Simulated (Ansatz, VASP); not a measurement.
# One calculation of SnTe, two programs

```
CELL_PARAMETERS angstrom
0.00000 3.15650 3.15650
3.15650 0.00000 3.15650
3.15650 3.15650 0.00000
ATOMIC_POSITIONS crystal
Sn 0.00000 0.00000 0.00000
Te 0.50000 0.50000 0.50000
```

Alike in both runs: task relaxation of cell and atoms; functional PBE; k mesh 10 × 10 × 10; occupations gaussian, width 0.01 eV; no spin polarisation.

|  | VASP | Ansatz |
| --- | --- | --- |
| version | VASP 6.6.1 | Ansatz 0.2.0 |
| potentials or method | VASP PAW PBE potentials, release 64 (Sn_d, Te), cutoff 600 eV | scalar-relativistic, plane waves, PAW |
| valence electrons in the cell | 20 | 30 |

```tsv
	VASP	Ansatz	Ansatz less VASP
gap on the k mesh at the Fermi level, each at its own relaxed structure (eV)	0.05	0.06	+0.004
relaxed volume (Å³/atom)	32.91	32.96	+0.045
relaxed cell length with the largest relative difference (Å)	4.532	4.534	+0.0020
```

VASP's potentials hold 20 valence electrons a cell and Ansatz's 30, so a difference there can come from the potentials and not from the codes.

Spin-orbit coupling is off throughout.
